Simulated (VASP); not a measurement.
# Hf3ZrS8 (P-3m1) in VASP: notebook

The runs below take Hf3ZrS8 through single point, relaxation of cell and atoms, with PBE.

Program: VASP 6.6.1. These are calculated values, not measurements. Logs are shortened: lines on timing, memory, paths and dates and some standing lists are left out, and cuts for length are marked.

## Step 1: The cell of the first run

Symmetry: P-3m1, No. 164, trigonal system. The conventional cell has a = 7.162 Å, b = 7.162 Å, c = 5.958 Å, α = 90.00°, β = 90.00°, γ = 120.00°. Within 3.3 Å of Zr (site symmetry -3m) lie 6 S at 2.50 Å. Hf (site symmetry 2/m) has 6 S at 2.50 Å within 3.3 Å. S (site symmetry m) has 1 Zr at 2.50 Å and 2 Hf at 2.50 Å within 3.3 Å. S (site symmetry 3m) has 3 Hf at 2.50 Å within 3.3 Å.

## Step 2: Single point, PBE

File INCAR:

```
PREC = Accurate
ENCUT = 520
EDIFF = 1E-6
ISMEAR = 0
SIGMA = 0.1
LREAL = False
LASPH = True
NELM = 60
ALGO = Normal
ISIF = 2
LWAVE = False
LCHARG = False
GGA = PE
NBANDS = 57
```

File KPOINTS:

```
Automatic mesh
0
Gamma
  3 3 4
```

File POSCAR:

```
Hf3ZrS8
1.0
    7.1622972400      0.0000000000      0.0000000000
   -3.5811486200      6.2027313600      0.0000000000
    0.0000000000      0.0000000000      5.9582060700
Zr Hf S
1 3 8
Direct
    0.0000000000      0.0000000000      0.0000000000
    0.0000000000      0.5000000000      0.0000000000
    0.5000000000      0.0000000000      0.0000000000
    0.5000000000      0.5000000000      0.0000000000
    0.3333333300      0.1666666700      0.7639520800
    0.3333333300      0.6666666700      0.7639520800
    0.8333333300      0.1666666700      0.7639520800
    0.8333333300      0.6666666700      0.7639520800
    0.1666666700      0.3333333300      0.2360479200
    0.1666666700      0.8333333300      0.2360479200
    0.6666666700      0.3333333300      0.2360479200
    0.6666666700      0.8333333300      0.2360479200
```

Potentials or basis: VASP PAW PBE potentials, release 64 (Zr_sv, Hf_pv, S).

Command:

```
cat potpaw_PBE.64/Zr_sv/POTCAR potpaw_PBE.64/Hf_pv/POTCAR potpaw_PBE.64/S/POTCAR > POTCAR
mpirun -np 1 vasp_std > vasp.out
```

OUTCAR:

```text
PREC = Accurate
   ENCUT = 520
   EDIFF = 1E-6
   ISMEAR = 0
   LREAL = False
   LASPH = True
   NELM = 60
   ISIF = 2
   GGA = PE

 ion  position               nearest neighbor table
   1  0.000  0.000  0.000-   5 2.50  12 2.50   9 2.50   8 2.50  10 2.50   7 2.50   3 3.58   3 3.58
                             4 3.58   2 3.58   2 3.58   4 3.58
   2  0.000  0.500  0.000-   6 2.50  11 2.50  10 2.50   7 2.50   8 2.50   9 2.50   4 3.58   4 3.58
                             1 3.58   1 3.58   3 3.58   3 3.58
   3  0.500  0.000  0.000-   7 2.50  10 2.50   6 2.50  11 2.50   5 2.50  12 2.50   1 3.58   1 3.58
                             4 3.58   4 3.58   2 3.58   2 3.58
   4  0.500  0.500  0.000-   8 2.50   9 2.50   5 2.50  12 2.50  11 2.50   6 2.50   2 3.58   2 3.58
                             3 3.58   3 3.58   1 3.58   1 3.58
   5  0.333  0.167  0.764-   1 2.50   4 2.50   3 2.50
   6  0.333  0.667  0.764-   2 2.50   3 2.50   4 2.50
   7  0.833  0.167  0.764-   3 2.50   2 2.50   1 2.50
   8  0.833  0.667  0.764-   4 2.50   1 2.50   2 2.50
   9  0.167  0.333  0.236-   4 2.50   1 2.50   2 2.50
  10  0.167  0.833  0.236-   3 2.50   2 2.50   1 2.50
  11  0.667  0.333  0.236-   2 2.50   3 2.50   4 2.50
  12  0.667  0.833  0.236-   1 2.50   4 2.50   3 2.50

  LATTYP: Found a hexagonal cell.
 ALAT       =     7.1622972400
 C/A-ratio  =     0.8318847809

  Lattice vectors:

 A1 = (   7.1622972400,   0.0000000000,   0.0000000000)
 A2 = (  -3.5811486200,   6.2027313600,   0.0000000000)
 A3 = (   0.0000000000,   0.0000000000,   5.9582060700)

Analysis of symmetry for initial positions (statically):
=====================================================================
 Subroutine PRICEL returns:
 Original cell was already a primitive cell.

 Routine SETGRP: Setting up the symmetry group for a
 hexagonal supercell.

 Subroutine GETGRP returns: Found 12 space group operations
 (whereof 12 operations were pure point group operations)
 out of a pool of 24 trial point group operations.

The static configuration has the point symmetry D_3d.

Analysis of symmetry for dynamics (positions and initial velocities):
=====================================================================
 Subroutine PRICEL returns:
 Original cell was already a primitive cell.

 Routine SETGRP: Setting up the symmetry group for a
 hexagonal supercell.

 Subroutine GETGRP returns: Found 12 space group operations
 (whereof 12 operations were pure point group operations)
 out of a pool of 24 trial point group operations.

The dynamic configuration has the point symmetry D_3d.

 Subroutine INISYM returns: Found 12 space group operations
 (whereof 12 operations are pure point group operations),
 and found     1 'primitive' translations

----------------------------------------------------------------------------------------

                                     Primitive cell

  volume of cell :     264.6981

  direct lattice vectors                    reciprocal lattice vectors
     7.162297240  0.000000000  0.000000000     0.139620008  0.080609649  0.000000000
    -3.581148620  6.202731360  0.000000000     0.000000000  0.161219299  0.000000000
     0.000000000  0.000000000  5.958206070     0.000000000  0.000000000  0.167835753

  length of vectors
     7.162297240  7.162297241  5.958206070     0.161219299  0.161219299  0.167835753

  position of ions in fractional coordinates (direct lattice)
     0.000000000  0.000000000  0.000000000
     0.000000000  0.500000000  0.000000000
     0.500000000  0.000000000  0.000000000
     0.500000000  0.500000000  0.000000000
     0.333333330  0.166666670  0.763952080
     0.333333330  0.666666670  0.763952080
     0.833333330  0.166666670  0.763952080
     0.833333330  0.666666670  0.763952080
     0.166666670  0.333333330  0.236047920
     0.166666670  0.833333330  0.236047920
     0.666666670  0.333333330  0.236047920
     0.666666670  0.833333330  0.236047920

  ion indices of the primitive-cell ions
   primitive index   ion index
                 1           1
                 2           2
                 3           3
                 4           4
                 5           5
                 6           6
                 7           7
                 8           8
                 9           9
                10          10
                11          11
                12          12

----------------------------------------------------------------------------------------

 KPOINTS: Automatic mesh

Automatic generation of k-mesh.
 Grid dimensions read from file:
 generate k-points for:    3    3    4

 Generating k-lattice:

  Cartesian coordinates                     Fractional coordinates (reciprocal lattice)
     0.046540003  0.026869883  0.000000000     0.333333333  0.000000000  0.000000000
     0.000000000  0.053739766  0.000000000     0.000000000  0.333333333  0.000000000
     0.000000000  0.000000000  0.041958938     0.000000000  0.000000000  0.250000000

  Length of vectors
     0.053739766  0.053739766  0.041958938

  Shift w.r.t. Gamma in fractional coordinates (k-lattice)
     0.000000000  0.000000000  0.000000000

 Subroutine IBZKPT returns following result:
 ===========================================

 Found     10 irreducible k-points:

 Following reciprocal coordinates:
            Coordinates               Weight
  0.000000  0.000000  0.000000      1.000000
  0.333333  0.000000  0.000000      6.000000
  0.333333  0.333333  0.000000      2.000000
  0.000000  0.000000  0.250000      2.000000
  0.333333  0.000000  0.250000      6.000000
  0.000000  0.333333  0.250000      6.000000
  0.333333  0.333333  0.250000      4.000000
  0.000000  0.000000  0.500000      1.000000
  0.333333  0.000000  0.500000      6.000000
  0.333333  0.333333  0.500000      2.000000
   k-points           NKPTS =     10   k-points in BZ     NKDIM =     10   number of bands    NBANDS=     57
   number of dos      NEDOS =    301   number of ions     NIONS =     12
   total plane-waves  NPLWV = 139968
   dimension x,y,z NGX =    54 NGY =   54 NGZ =   48
   dimension x,y,z NGXF=   108 NGYF=  108 NGZF=   96
   ions per type =               1   3   8
   NGX,Y,Z   is equivalent  to a cutoff of  12.53, 12.53, 13.39 a.u.
   NGXF,Y,Z  is equivalent  to a cutoff of  25.07, 25.07, 26.79 a.u.
 SYSTEM =  unknown system
   PREC   = accura    normal or accurate (medium, high low for compatibility)
   ISTART =      0    job   : 0-new  1-cont  2-samecut
   ICHARG =      2    charge: 1-file 2-atom 10-const
   ISPIN  =      1    spin polarized calculation?
   LNONCOLLINEAR =      F non collinear calculations
   LSORBIT =      F    spin-orbit coupling
   LASPH  =      T    aspherical Exc in radial PAW
   ENCUT  =  520.0 eV  38.22 Ry    6.18 a.u.  13.32 13.32 11.08*2*pi/ulx,y,z
   NELM   =     60;   NELMIN=  2; NELMDL= -5     # of ELM steps
   EDIFF  = 0.1E-05   stopping-criterion for ELM
   LREAL  =      F    real-space projection
   EDIFFG = 0.1E-04   stopping-criterion for IOM
   NSW    =      0    number of steps for IOM
   IBRION =     -1    ionic relax: 0-MD 1-quasi-New 2-CG
   NFREE  =      0    steps in history (QN), initial steepest desc. (CG)
   ISIF   =      2    stress and relaxation
   ISYM   =      2    0-nonsym 1-usesym 2-fastsym
   POTIM  = 0.5000    time-step for ionic-motion
   TEBEG  =    0.0;   TEEND  =   0.0 temperature during run
   PSTRESS=    0.0 pullay stress
   NELECT =      90.0000    total number of electrons
   NUPDOWN=      -1.0000    fix difference up-down
   EMIN   =  10.00;   EMAX   =-10.00  energy-range for DOS
   EFERMI =   0.00;   METHOD = LEGACY
   ISMEAR =     0;   SIGMA  =   0.10  broadening in eV -4-tet -1-fermi 0-gaus
   EFERMI_NEDOS =   21; number of points for ismear=-14 and -15
   IALGO  =     38    algorithm
   IMIX   =      4    mixing-type and parameters
     AMIX     =   0.40;   BMIX     =  1.00
     AMIX_MAG =   1.60;   BMIX_MAG =  1.00
  volume/ion in A,a.u.               =      22.06       148.86
  Fermi-wavevector in a.u.,A,eV,Ry     =   1.142629  2.159256 17.763793  1.305602
  Thomas-Fermi vector in A             =   2.279327
   LORBIT       =      0    0 simple, 1 ext, 2 COOP (PROOUT), +10 PAW based schemes
   GGA     = PE    functional components
   LHFCALC =     F    Hartree Fock is set to
   AEXX    =    0.0000 exact exchange contribution
   IVDW    =     0    specifies the selected vdW correction
   LEPSILON=     F    determine dielectric tensor
   LRPA    =     F    only Hartree local field effects (RPA)
 non-spin polarized calculation
 Gauss-broadening in eV      SIGMA  =   0.10
  energy-cutoff  :      520.00
  volume of cell :      264.70
 maximum number of plane-waves:      7148
 NGX is ok and might be reduce to    54
   NGX = 27   NGY = 27   NGZ = 23

 number of electron      90.0000005 magnetization

 Free energy of the ion-electron system (eV)
  ---------------------------------------------------
  ext. energy  EPLUGINS =         0.00000000
  ---------------------------------------------------
  free energy    TOTEN  =       -89.71137476 eV

  energy without entropy =      -89.71137476  energy(sigma->0) =      -89.71137476

 E-fermi :   4.2314     XC(G=0):  -9.6359

 val. band max:        3.6632911974   @ k =   0.0000   0.0000   0.0000
 cond. band min:       4.7421068609   @ k =   0.0000   0.0000   0.5000
 fundamental gap:      1.0788156635
 Fermi energy:         4.2313890928

 k-point     1 :       0.0000    0.0000    0.0000
  band No.  band energies     occupation
      1     -45.0144      2.00000
      2     -26.9604      2.00000
      3     -26.8875      2.00000
      4     -26.8875      2.00000
      5     -26.8497      2.00000
      6     -26.8145      2.00000
[... 589 lines left out ...]
     56       7.9178      0.00000
     57       7.9178      0.00000

------------------------ aborting loop because EDIFF is reached ----------------------------------------

  FORCE on cell =-STRESS in cart. coord.  units (eV):
  Direction    XX          YY          ZZ          XY          YZ          ZX
  --------------------------------------------------------------------------------------
  -------------------------------------------------------------------------------------
  Total       12.2211412     12.2211412     11.5767651      0.0000000      0.0000000      0.0000000
  in kB       73.9727070     73.9727070     70.0723965      0.0000000      0.0000000      0.0000000
  external PRESSURE =      72.6726035 kB  Pullay stress =       0.0000000 kB

 VOLUME and BASIS-vectors are now :
 -----------------------------------------------------------------------------
  energy-cutoff  :      520.00
  volume of cell :      264.70
      direct lattice vectors                 reciprocal lattice vectors
     7.162297240  0.000000000  0.000000000     0.139620008  0.080609649  0.000000000
    -3.581148620  6.202731360  0.000000000     0.000000000  0.161219299  0.000000000
     0.000000000  0.000000000  5.958206070     0.000000000  0.000000000  0.167835753

 POSITION                                       TOTAL-FORCE (eV/Angst)
 -----------------------------------------------------------------------------------
      0.00000      0.00000      0.00000        -0.000000      0.000000      0.000000
     -1.79057      3.10137      0.00000        -0.000000      0.000000      0.000000
      3.58115      0.00000      0.00000        -0.000000      0.000000      0.000000
      1.79057      3.10137      0.00000        -0.000000      0.000000      0.000000
      1.79057      1.03379      4.55178         0.188565      0.108868     -0.877219
     -0.00000      4.13515      4.55178        -0.000000      0.000000     -0.786657
      5.37172      1.03379      4.55178        -0.188565      0.108868     -0.877219
      3.58115      4.13515      4.55178         0.000000     -0.217736     -0.877219
      0.00000      2.06758      1.40642        -0.000000      0.217736      0.877219
     -1.79057      5.16894      1.40642         0.188565     -0.108868      0.877219
      3.58115      2.06758      1.40642        -0.000000      0.000000      0.786657
      1.79057      5.16894      1.40642        -0.188565     -0.108868      0.877219
 -----------------------------------------------------------------------------------
    total drift:                                0.000000      0.000000      0.000000

  FREE ENERGIE OF THE ION-ELECTRON SYSTEM (eV)
  ---------------------------------------------------
  free  energy   TOTEN  =       -89.7113747566 eV

  energy  without entropy=      -89.7113747566  energy(sigma->0) =      -89.71137476
```

It took 3 min on 1 thread of AMD EPYC 7R43 (Zen 3), shared host; peak memory 0.37 GiB.

What came out:

```
Free energy            : -89.7114 eV
Pressure               : 7.3 GPa
Largest force          : 0.904 eV/Å
Band gap on the k mesh : 1.08 eV, indirect (least direct gap 1.18 eV)
```

Forces in eV/Å, atoms in the order of the input:
```
Zr   0.000  0.000  0.000
Hf   0.000  0.000  0.000
Hf   0.000  0.000  0.000
Hf   0.000  0.000  0.000
S    0.189  0.109 -0.877
S    0.000  0.000 -0.787
S   -0.189  0.109 -0.877
S    0.000 -0.218 -0.877
S    0.000  0.218  0.877
S    0.189 -0.109  0.877
S    0.000  0.000  0.787
S   -0.189 -0.109  0.877
```

Stress tensor (GPa, compression positive):
```
7.40 0.00 0.00
0.00 7.40 0.00
0.00 0.00 7.01
```

Levels at points of the mesh, in eV from the valence-band top:
```csv
k point,band 42,band 43,band 44,band 45,band 46,band 47,band 48,band 49
"(0.00, 0.00, 0.00)",-1.19,-0.08,0.00,0.00,1.26,1.26,1.34,1.95
"(0.00, 0.00, 0.50)",-0.89,-0.88,-0.10,-0.10,1.08,1.08,1.12,1.91
```

Caveat: spin-orbit coupling is left out, which moves the levels of the heavy elements; this functional lacks dispersion, which binds the layers, so the pressure and a relaxed spacing across them are unreliable. A k mesh can miss the band edges.

(Part 1 of 3 ends here.)
